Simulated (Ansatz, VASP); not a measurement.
IrS in VASP and in Ansatz

Contents of POSCAR:

```
IrS
1.0
    0.0000000000      2.4605182162      2.4605182162
    2.4605182162      0.0000000000      2.4605182162
    2.4605182162      2.4605182162      0.0000000000
Ir S
1 1
Direct
    0.5000000000      0.5000000000      0.5000000000
    0.0000000000      0.0000000000      0.0000000000
```

The input INCAR.step1:

```
SYSTEM = IrS
  ALGO = Normal
  EDIFF = 1E-4
  ENCUT = 520
  GGA = PE
  ISMEAR = 0
  ISYM = 0
  LASPH = .TRUE.
  LCHARG = .FALSE.
  LREAL = .FALSE.
  LWAVE = .TRUE.
  NBANDS = 14
  NELM = 60
  PREC = Accurate
  SIGMA = 0.05
```

File INCAR.step2:

```
SYSTEM = IrS
  ALGO = Normal
  EDIFF = 1E-6
  ENCUT = 520
  ISIF = 2
  ISMEAR = 0
  ISTART = 1
  ISYM = 0
  IVDW = 13
  LASPH = .TRUE.
  LCHARG = .FALSE.
  LMIXTAU = .TRUE.
  LREAL = .FALSE.
  LWAVE = .FALSE.
  METAGGA = R2SCAN
  NBANDS = 14
  NELM = 60
  PREC = Accurate
  SIGMA = 0.05
  VDW_A1 = 0.51559235
  VDW_A2 = 5.77342911
  VDW_S6 = 1.0
  VDW_S8 = 0.6018749
```

KPOINTS

```
k-points
0
G
  12 12 12
  0 0 0
```

Input for Ansatz:

```yaml
crystal:
  lattice:
    - [0.0, 2.4605182162, 2.4605182162]
    - [2.4605182162, 0.0, 2.4605182162]
    - [2.4605182162, 2.4605182162, 0.0]
  atoms:
    - { symbol: Ir, position: [0.5, 0.5, 0.5] }
    - { symbol: S, position: [0.0, 0.0, 0.0] }
  symmetry: { detect: false }
basis:
  ecutwfc: 500
  ecutrho_ratio: 4
kpoints:
  mp_grid: { grid: [12, 12, 12] }
hamiltonian:
  xc: r2scan
  dispersion: d4
scf:
  occupations: { method: gaussian, width: 0.05 }
output:
  forces: true
  stress: true
```

Alike in both runs: task single point; functional r2SCAN; dispersion D4; k mesh 12 × 12 × 12; occupations gaussian, width 0.05 eV; no spin polarisation.

|  | VASP | Ansatz |
| --- | --- | --- |
| version | VASP 6.6.1 | Ansatz 0.2.0 |
| potentials or method | VASP PAW PBE potentials, release 64 (Ir, S), cutoff 520 eV | scalar-relativistic, plane waves, PAW |
| valence electrons in the cell | 15 | 23 |

VASP gave:

* pressure (GPa): -0.9

**Question.** What did Ansatz give for the same quantities?

**Answer.** Pressure (GPa): -2.1.

VASP's potentials were made for PBE, not for r2SCAN. VASP's potentials hold 15 valence electrons a cell and Ansatz's 23, so a difference there can come from the potentials and not from the codes.

Neither program's run includes spin-orbit coupling.
